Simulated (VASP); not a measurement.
Si3H2C4: relaxation of the atoms with PBEsol

System: Si3H2C4, a slab with vacuum.

```xyz
18
Lattice="6.1612 0.0000 0.0000 0.0000 3.0806 0.0000 0.0000 0.0000 20.0374" Properties=species:S:1:pos:R:3 pbc="T T T"
C     3.0806    1.5403    4.6524
C     0.0000    1.5403    4.6524
C     4.6209    0.0000    6.8307
C     1.5403    0.0000    6.8307
C    -0.0370    1.5403    9.2153
C     3.1088    1.5403    8.8379
C     2.3935    0.0000   10.8104
C     3.7545    0.0000   11.2344
Si    1.5403    1.5403    5.7416
Si    4.6209    1.5403    5.7416
Si    3.0895    0.0000    7.8441
Si   -0.0205    0.0000    8.0077
Si    4.4212    1.5403   10.2158
Si    1.6726    1.5403   10.0616
H     3.0806    0.6928    3.9747
H     3.0806    2.3878    3.9747
H     0.0000    2.3866    3.9722
H     0.0000    0.6940    3.9722
```

```
Program                             : VASP 6.6.1
Task                                : relaxation of the atoms
Functional                          : PBEsol
Potentials or basis                 : VASP PAW PBE potentials, release 64 (C, Si, H)
Cutoff                              : 520 eV
k mesh                              : 4 × 8 × 1
Occupations                         : gaussian, width 0.05 eV
Spin                                : no spin polarisation
Dipole correction                   : yes
Atoms held fixed (from 0)           : [0, 1, 2, 3, 8, 9, 14, 15, 16, 17]
Further INCAR settings              : LREAL = Auto; ALGO = Fast; EDIFF = 1e-06; IBRION = 2; EDIFFG = -0.03; NSW = 50
Atoms held along some axes (from 0) : atom 6 along c; atom 7 along c
```

The energy gained by relaxing is 2.3 meV/atom and the ionic steps are 14. The band gap on the k mesh is zero (bands 30 and 31 overlap by 0.32 eV).

The path:
| step | energy change (eV) | largest force on free atoms (eV/Å) | pressure (GPa) |
| --- | --- | --- | --- |
| 1 | 0.0000 | 0.9873 | 0.54 |
| 2 | 0.0287 | 2.2450 | 0.97 |
| 3 | -0.0219 | 0.3872 | 0.69 |
| 4 | -0.0316 | 0.2380 | 0.66 |
| 5 | -0.0343 | 0.2946 | 0.64 |
| 6 | -0.0388 | 0.1152 | 0.64 |
| 7 | -0.0388 | 0.1323 | 0.64 |
| 8 | -0.0400 | 0.1173 | 0.61 |
| 9 | -0.0401 | 0.0733 | 0.62 |
| 10 | -0.0408 | 0.0555 | 0.63 |
| 11 | -0.0408 | 0.0545 | 0.63 |
| 12 | -0.0409 | 0.0766 | 0.62 |
| 13 | -0.0410 | 0.0356 | 0.62 |
| 14 | -0.0411 | 0.0273 | 0.63 |

Final structure:
```
CELL_PARAMETERS angstrom
6.16124 0.00000 0.00000
0.00000 3.08062 0.00000
0.00000 0.00000 20.03739
ATOMIC_POSITIONS crystal
C 0.50000 0.50000 0.23219
C 0.00000 0.50000 0.23219
C 0.75000 0.00000 0.34090
C 0.25000 0.00000 0.34090
C 0.99210 0.50000 0.46126
C 0.50706 0.50000 0.44257
C 0.38971 0.00000 0.53951
C 0.60692 0.00000 0.56067
Si 0.25000 0.50000 0.28654
Si 0.75000 0.50000 0.28654
Si 0.50223 0.00000 0.39225
Si 0.99540 0.00000 0.40048
Si 0.71481 0.50000 0.51381
Si 0.27050 0.50000 0.50237
H 0.50000 0.22490 0.19836
H 0.50000 0.77510 0.19836
H 0.00000 0.77473 0.19824
H 0.00000 0.22527 0.19824
```

Levels at points of the mesh, in eV from the Fermi level:
```tsv
k point	band 26	band 27	band 28	band 29	band 30	band 31	band 32	band 33	band 34	band 35
(0.00, 0.00, 0.00)	-2.17	-1.83	-1.78	-1.52	-0.12	0.56	1.07	2.48	2.70	3.20
(0.50, 0.00, 0.00)	-2.72	-2.03	-1.75	-1.74	0.06	0.57	2.24	2.78	2.81	3.30
(0.00, 0.50, 0.00)	-2.97	-2.49	-2.24	-2.16	-1.81	-0.26	1.24	2.35	2.97	3.27
(0.50, 0.50, 0.00)	-4.04	-3.57	-3.27	-2.65	-2.40	0.45	2.06	2.39	2.83	3.08
```

It took 42 min on 1 thread of Oxide Virtual Turin-like Processor (shared host), peak memory 0.51 GiB.

Caveat: the PAW data sets were made with another functional, which shifts forces and pressure a little.
